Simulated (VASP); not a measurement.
# Zn (Fm-3m) in VASP: notebook

Runs on Zn. Level: r2SCAN. Tasks: single point.

All numbers are computed with VASP 6.6.1; they aren't measurements. Logs are shortened: lines on timing, memory, paths and dates and some standing lists are left out, and cuts for length are marked.

### Step 1. The cell of the first run

The structure is cubic, space group Fm-3m (No. 225). The conventional cell has a = 3.862 Å, b = 3.862 Å, c = 3.862 Å, α = 90.00°, β = 90.00°, γ = 90.00°. Within 3.6 Å of Zn (site symmetry m-3m) lie 12 Zn at 2.73 Å.

### Step 2. Single point, r2SCAN

POSCAR

```
Zn
1.0
    0.0000000000      1.9307563987      1.9307563987
    1.9307563987      0.0000000000      1.9307563987
    1.9307563987      1.9307563987      0.0000000000
Zn
1
Direct
    0.0000000000      0.0000000000      0.0000000000
```

INCAR.step1

```
SYSTEM = Zn
  PREC = Accurate
  ENCUT = 520
  ISMEAR = -1
  SIGMA = 0.1
  LREAL = .False.
  LASPH = .True.
  NELM = 80
  NBANDS = 12
  GGA = PE
  ALGO = Normal
  EDIFF = 1E-4
  LWAVE = .True.
  LCHARG = .False.
```

INCAR.step2

```
SYSTEM = Zn
  PREC = Accurate
  ENCUT = 520
  EDIFF = 1E-7
  ISMEAR = -1
  SIGMA = 0.1
  LREAL = .False.
  LASPH = .True.
  NELM = 80
  ALGO = Normal
  ISIF = 2
  LWAVE = .False.
  LCHARG = .True.
  METAGGA = R2SCAN
  LMIXTAU = .True.
  LELF = .True.
  LVHAR = .True.
  NBANDS = 12
  ISTART = 1
```

KPOINTS

```
regular mesh
0
Gamma
  15 15 15
  0 0 0
```

Potentials or basis: VASP PAW PBE potentials, release 64 (Zn).

On the command line:

```console
$ cat potpaw_PBE.64/Zn/POTCAR > POTCAR
$ cp INCAR.step1 INCAR
$ mpirun -np 1 vasp_std > vasp.out
$ cp INCAR.step2 INCAR
$ mpirun -np 1 vasp_std > vasp.out
```

OUTCAR:

```text
SYSTEM = Zn
   PREC = Accurate
   ENCUT = 520
   EDIFF = 1E-7
   ISMEAR = -1
   LREAL = .False.
   LASPH = .True.
   NELM = 80
   ISIF = 2
   METAGGA = R2SCAN
   ISTART = 1

 ion  position               nearest neighbor table
   1  0.000  0.000  0.000-

  LATTYP: Found a face centered cubic cell.
 ALAT       =     3.8615127974

  Lattice vectors:

 A1 = (   0.0000000000,   1.9307563987,   1.9307563987)
 A2 = (   1.9307563987,   0.0000000000,   1.9307563987)
 A3 = (   1.9307563987,   1.9307563987,   0.0000000000)

Analysis of symmetry for initial positions (statically):
=====================================================================
 Subroutine PRICEL returns:
 Original cell was already a primitive cell.

 Routine SETGRP: Setting up the symmetry group for a
 face centered cubic supercell.

 Subroutine GETGRP returns: Found 48 space group operations
 (whereof 48 operations were pure point group operations)
 out of a pool of 48 trial point group operations.

The static configuration has the point symmetry O_h .

Analysis of symmetry for dynamics (positions and initial velocities):
=====================================================================
 Subroutine PRICEL returns:
 Original cell was already a primitive cell.

 Routine SETGRP: Setting up the symmetry group for a
 face centered cubic supercell.

 Subroutine GETGRP returns: Found 48 space group operations
 (whereof 48 operations were pure point group operations)
 out of a pool of 48 trial point group operations.

The dynamic configuration has the point symmetry O_h .

 Subroutine INISYM returns: Found 48 space group operations
 (whereof 48 operations are pure point group operations),
 and found     1 'primitive' translations

----------------------------------------------------------------------------------------

                                     Primitive cell

  volume of cell :      14.3950

  direct lattice vectors                    reciprocal lattice vectors
     0.000000000  1.930756399  1.930756399    -0.258965865  0.258965865  0.258965865
     1.930756399  0.000000000  1.930756399     0.258965865 -0.258965865  0.258965865
     1.930756399  1.930756399  0.000000000     0.258965865  0.258965865 -0.258965865

  length of vectors
     2.730501885  2.730501885  2.730501885     0.448542035  0.448542035  0.448542035

  position of ions in fractional coordinates (direct lattice)
     0.000000000  0.000000000  0.000000000

  ion indices of the primitive-cell ions
   primitive index   ion index
                 1           1

----------------------------------------------------------------------------------------

 KPOINTS: regular mesh

Automatic generation of k-mesh.
 Grid dimensions read from file:
 generate k-points for:   15   15   15

 Generating k-lattice:

  Cartesian coordinates                     Fractional coordinates (reciprocal lattice)
    -0.017264391  0.017264391  0.017264391     0.066666667  0.000000000  0.000000000
     0.017264391 -0.017264391  0.017264391     0.000000000  0.066666667  0.000000000
     0.017264391  0.017264391 -0.017264391     0.000000000  0.000000000  0.066666667

  Length of vectors
     0.029902802  0.029902802  0.029902802

  Shift w.r.t. Gamma in fractional coordinates (k-lattice)
     0.000000000  0.000000000  0.000000000

 Subroutine IBZKPT returns following result:
 ===========================================

 Found    120 irreducible k-points:

 Following reciprocal coordinates:
            Coordinates               Weight
  0.000000  0.000000  0.000000      1.000000
  0.066667  0.000000  0.000000      8.000000
  0.133333  0.000000  0.000000      8.000000
  0.200000  0.000000  0.000000      8.000000
  0.266667  0.000000  0.000000      8.000000
  0.333333  0.000000  0.000000      8.000000
[... 16 lines left out ...]
  0.133333  0.133333  0.000000      6.000000
  0.200000  0.133333  0.000000     24.000000
 [... further k-points ...]
   k-points           NKPTS =    120   k-points in BZ     NKDIM =    120   number of bands    NBANDS=     12
   number of dos      NEDOS =    301   number of ions     NIONS =      1
   total plane-waves  NPLWV =   8000
   dimension x,y,z NGX =    20 NGY =   20 NGZ =   20
   dimension x,y,z NGXF=    40 NGYF=   40 NGZF=   40
   ions per type =               1
   NGX,Y,Z   is equivalent  to a cutoff of  12.18, 12.18, 12.18 a.u.
   NGXF,Y,Z  is equivalent  to a cutoff of  24.35, 24.35, 24.35 a.u.
 SYSTEM =  Zn
   PREC   = accura    normal or accurate (medium, high low for compatibility)
   ISTART =      1    job   : 0-new  1-cont  2-samecut
   ICHARG =      0    charge: 1-file 2-atom 10-const
   ISPIN  =      1    spin polarized calculation?
   LNONCOLLINEAR =      F non collinear calculations
   LSORBIT =      F    spin-orbit coupling
   LASPH  =      T    aspherical Exc in radial PAW
   ENCUT  =  520.0 eV  38.22 Ry    6.18 a.u.   5.08  5.08  5.08*2*pi/ulx,y,z
   NELM   =     80;   NELMIN=  2; NELMDL=  0     # of ELM steps
   EDIFF  = 0.1E-06   stopping-criterion for ELM
   LREAL  =      F    real-space projection
   EDIFFG = 0.1E-05   stopping-criterion for IOM
   NSW    =      0    number of steps for IOM
   IBRION =     -1    ionic relax: 0-MD 1-quasi-New 2-CG
   NFREE  =      0    steps in history (QN), initial steepest desc. (CG)
   ISIF   =      2    stress and relaxation
   ISYM   =      2    0-nonsym 1-usesym 2-fastsym
   POTIM  = 0.5000    time-step for ionic-motion
   TEBEG  =    0.0;   TEEND  =   0.0 temperature during run
   PSTRESS=    0.0 pullay stress
   NELECT =      12.0000    total number of electrons
   NUPDOWN=      -1.0000    fix difference up-down
   EMIN   =  10.00;   EMAX   =-10.00  energy-range for DOS
   EFERMI =   0.00;   METHOD = LEGACY
   ISMEAR =    -1;   SIGMA  =   0.10  broadening in eV -4-tet -1-fermi 0-gaus
   EFERMI_NEDOS =   21; number of points for ismear=-14 and -15
   IALGO  =     38    algorithm
   IMIX   =      4    mixing-type and parameters
     AMIX     =   0.40;   BMIX     =  1.00
     AMIX_MAG =   1.60;   BMIX_MAG =  1.00
  volume/ion in A,a.u.               =      14.40        97.14
  Fermi-wavevector in a.u.,A,eV,Ry     =   1.540746  2.911588 32.298854  2.373899
  Thomas-Fermi vector in A             =   2.646790
   LORBIT       =      0    0 simple, 1 ext, 2 COOP (PROOUT), +10 PAW based schemes
   METAGGA = R2SCAN    functional components
   LHFCALC =     F    Hartree Fock is set to
   AEXX    =    0.0000 exact exchange contribution
   IVDW    =     0    specifies the selected vdW correction
   LEPSILON=     F    determine dielectric tensor
   LRPA    =     F    only Hartree local field effects (RPA)
 non-spin polarized calculation
  energy-cutoff  :      520.00
  volume of cell :       14.40
 maximum number of plane-waves:       397
   NGX = 11   NGY = 11   NGZ = 11

 number of electron      12.0000001 magnetization

 Free energy of the ion-electron system (eV)
  ---------------------------------------------------
  ext. energy  EPLUGINS =         0.00000000
  ---------------------------------------------------
  free energy    TOTEN  =        -8.87165555 eV

  energy without entropy =       -8.86238244  energy(sigma->0) =       -8.86701900

 E-fermi :   3.3555     XC(G=0): -12.9999

 val. band max:        3.3015504034   @ k =  -0.4000   0.2667   0.0667
 cond. band min:       3.3597231492   @ k =   0.4667   0.0667   0.0000
 fundamental gap:      0.0581727457
 Fermi energy:         3.3555116269

 k-point     1 :       0.0000    0.0000    0.0000
  band No.  band energies     occupation
      1      -7.9421      2.00000
      2      -4.7495      2.00000
      3      -4.7495      2.00000
      4      -4.7495      2.00000
      5      -4.3232      2.00000
      6      -4.3232      2.00000
      7      23.4418      0.00000
      8      23.4623      0.00000
      9      23.4625      0.00000
     10      23.4625      0.00000
     11      25.8583      0.00000
     12      25.8584      0.00000

 k-point     2 :       0.0667    0.0000    0.0000
  band No.  band energies     occupation
      1      -7.7963      2.00000
      2      -4.7629      2.00000
      3      -4.7325      2.00000
      4      -4.7325      2.00000
      5      -4.3282      2.00000
      6      -4.3282      2.00000
      7      20.7244      0.00000
      8      22.9148      0.00000
      9      22.9149      0.00000
     10      23.3956      0.00000
     11      26.6584      0.00000
     12      26.6585      0.00000

 k-point     3 :       0.1333    0.0000    0.0000
  band No.  band energies     occupation
      1      -7.3682      2.00000
      2      -4.7901      2.00000
      3      -4.6918      2.00000
      4      -4.6918      2.00000
      5      -4.3343      2.00000
      6      -4.3342      2.00000
      7      17.1672      0.00000
      8      22.0461      0.00000
      9      22.0462      0.00000
     10      23.2446      0.00000
     11      28.2757      0.00000
     12      28.2757      0.00000
[... 286 lines left out ...]
 k-point    23 :       0.1333    0.1333    0.0000
  band No.  band energies     occupation
      1      -7.1782      2.00000
      2      -4.8672      2.00000
      3      -4.6335      2.00000
      4      -4.6335      2.00000
      5      -4.4144      2.00000
      6      -4.2741      2.00000
      7      19.3233      0.00000
      8      19.3234      0.00000
      9      20.3373      0.00000
     10      21.6121      0.00000
     11      25.0181      0.00000
     12      30.5742      0.00000

 k-point    24 :       0.2000    0.1333    0.0000
  band No.  band energies     occupation
      1      -6.6853      2.00000
      2      -4.9207      2.00000
      3      -4.5924      2.00000
      4      -4.5788      2.00000
      5      -4.4027      2.00000
      6      -4.2452      2.00000
      7      16.3822      0.00000
      8      18.3387      0.00000
      9      20.2144      0.00000
     10      22.3212      0.00000
     11      22.8366      0.00000
     12      30.5556      0.00000

 [... further k-points ...]

------------------------ aborting loop because EDIFF is reached ----------------------------------------

  FORCE on cell =-STRESS in cart. coord.  units (eV):
  Direction    XX          YY          ZZ          XY          YZ          ZX
  --------------------------------------------------------------------------------------
  -------------------------------------------------------------------------------------
  Total       -0.0178459     -0.0178459     -0.0178459     -0.0000000      0.0000000      0.0000000
  in kB       -1.9862678     -1.9862678     -1.9862678     -0.0000000      0.0000000      0.0000000
  external PRESSURE =      -1.9862678 kB  Pullay stress =       0.0000000 kB

 VOLUME and BASIS-vectors are now :
 -----------------------------------------------------------------------------
  energy-cutoff  :      520.00
  volume of cell :       14.40
      direct lattice vectors                 reciprocal lattice vectors
     0.000000000  1.930756399  1.930756399    -0.258965865  0.258965865  0.258965865
     1.930756399  0.000000000  1.930756399     0.258965865 -0.258965865  0.258965865
     1.930756399  1.930756399  0.000000000     0.258965865  0.258965865 -0.258965865

 POSITION                                       TOTAL-FORCE (eV/Angst)
 -----------------------------------------------------------------------------------
      0.00000      0.00000      0.00000        -0.000000     -0.000000     -0.000000
 -----------------------------------------------------------------------------------
    total drift:                                0.000000      0.000000      0.000000

  FREE ENERGIE OF THE ION-ELECTRON SYSTEM (eV)
  ---------------------------------------------------
  free  energy   TOTEN  =        -8.8716555542 eV

  energy  without entropy=       -8.8623824363  energy(sigma->0) =       -8.86701900
```

Run time: 40 s. Hardware: 1 thread of Intel Xeon 6975P-C (Granite Rapids), shared host; peak memory 0.13 GiB.

Results:

```yaml
Free_energy: -8.8717 eV
Pressure: -0.2 GPa
Band_gap_on_the_k_mesh: zero (band 6 reaches 5.31 eV, above the bottom of band 7 at 2.21 eV)
```

Caveat: the PAW data sets were made with another functional, which shifts forces and pressure a little.

### Step 3. Single point, r2SCAN

This run uses another cell than the first one, of 14.85 Å³/atom, 1.032 times its volume.

POSCAR

```
Zn
1.0
    0.0000000000      1.9508698920      1.9508698920
    1.9508698920      0.0000000000      1.9508698920
    1.9508698920      1.9508698920      0.0000000000
Zn
1
Direct
    0.0000000000      0.0000000000      0.0000000000
```

INCAR.step1

```
SYSTEM = Zn
PREC = Accurate ; ENCUT = 520
ISMEAR = -1 ; SIGMA = 0.1
LREAL = .False. ; LASPH = .True.
NELM = 60 ; NBANDS = 12
GGA = PE ; ALGO = Normal
EDIFF = 1E-4 ; LWAVE = .True.
LCHARG = .False.
```

INCAR.step2

```
SYSTEM = Zn
PREC = Accurate ; ENCUT = 520
EDIFF = 1E-6 ; ISMEAR = -1
SIGMA = 0.1 ; LREAL = .False.
LASPH = .True. ; NELM = 60
ALGO = Normal ; ISIF = 2
LWAVE = .False. ; LCHARG = .True.
METAGGA = R2SCAN ; LMIXTAU = .True.
LELF = .True. ; LVHAR = .True.
NBANDS = 12 ; ISTART = 1
```

KPOINTS

```
Automatic mesh
0
Gamma
  15 15 15
  0 0 0
```

Potentials or basis: VASP PAW PBE potentials, release 64 (Zn).

On the command line:

```console
$ cat potpaw_PBE.64/Zn/POTCAR > POTCAR
$ cp INCAR.step1 INCAR
$ mpirun -np 1 vasp_std > vasp.out
$ cp INCAR.step2 INCAR
$ mpirun -np 1 vasp_std > vasp.out
```

OUTCAR:

```text
SYSTEM = Zn
   PREC = Accurate
   ENCUT = 520
   EDIFF = 1E-6
   ISMEAR = -1
   LREAL = .False.
   LASPH = .True.
   NELM = 60
   ISIF = 2
   METAGGA = R2SCAN
   ISTART = 1

 ion  position               nearest neighbor table
   1  0.000  0.000  0.000-

  LATTYP: Found a face centered cubic cell.
 ALAT       =     3.9017397840

  Lattice vectors:

 A1 = (   0.0000000000,   1.9508698920,   1.9508698920)
[... 538 lines left out ...]
     10      21.6479      0.00000
     11      22.2803      0.00000
     12      29.8559      0.00000

 [... further k-points ...]

------------------------ aborting loop because EDIFF is reached ----------------------------------------

  FORCE on cell =-STRESS in cart. coord.  units (eV):
  Direction    XX          YY          ZZ          XY          YZ          ZX
  --------------------------------------------------------------------------------------
  -------------------------------------------------------------------------------------
  Total       -0.2499792     -0.2499792     -0.2499792      0.0000000      0.0000000     -0.0000000
  in kB      -26.9711531    -26.9711531    -26.9711531      0.0000000      0.0000000     -0.0000000
  external PRESSURE =     -26.9711531 kB  Pullay stress =       0.0000000 kB

 VOLUME and BASIS-vectors are now :
 -----------------------------------------------------------------------------
  energy-cutoff  :      520.00
  volume of cell :       14.85
      direct lattice vectors                 reciprocal lattice vectors
     0.000000000  1.950869892  1.950869892    -0.256295923  0.256295923  0.256295923
     1.950869892  0.000000000  1.950869892     0.256295923 -0.256295923  0.256295923
     1.950869892  1.950869892  0.000000000     0.256295923  0.256295923 -0.256295923

 POSITION                                       TOTAL-FORCE (eV/Angst)
 -----------------------------------------------------------------------------------
      0.00000      0.00000      0.00000         0.000000      0.000000      0.000000
 -----------------------------------------------------------------------------------
    total drift:                                0.000000      0.000000     -0.000000

  FREE ENERGIE OF THE ION-ELECTRON SYSTEM (eV)
  ---------------------------------------------------
  free  energy   TOTEN  =        -8.8674569309 eV

  energy  without entropy=       -8.8579516392  energy(sigma->0) =       -8.86270429
```

OSZICAR.step1:

```text
N       E                     dE             d eps       ncg     rms          rms(c)
DAV:   1     0.426237552937E+02    0.42624E+02   -0.66770E+03  2976   0.160E+03
DAV:   2     0.448816998137E-01   -0.42579E+02   -0.40249E+02  2972   0.217E+02
DAV:   3    -0.118957352431E+01   -0.12345E+01   -0.12324E+01  3340   0.367E+01
DAV:   4    -0.119214997955E+01   -0.25765E-02   -0.25764E-02  3236   0.164E+00
DAV:   5    -0.119215174709E+01   -0.17675E-05   -0.17673E-05  2616   0.427E-02    0.294E+00
DAV:   6    -0.109437245325E+01    0.97779E-01   -0.52734E-01  3520   0.146E+01    0.222E+00
DAV:   7    -0.108925986149E+01    0.51126E-02   -0.98593E-03  3148   0.194E+00    0.112E+00
DAV:   8    -0.108699952206E+01    0.22603E-02   -0.11200E-03  3460   0.484E-01    0.355E-02
DAV:   9    -0.108700513965E+01   -0.56176E-05   -0.84089E-05  2156   0.135E-01
   1 F= -.10870051E+01 E0= -.10820021E+01  d E =-.100060E-01
```

Wall time 34 s (1 thread of Intel Xeon 6975P-C (Granite Rapids), shared host); peak memory 0.15 GiB.

Results:

* Free energy: -8.8675 eV
* Pressure: -2.7 GPa
* Band gap on the k mesh: zero (band 6 reaches 5.04 eV, above the bottom of band 7 at 1.94 eV)

Caveat: the PAW data sets were made with another functional, which shifts forces and pressure a little.
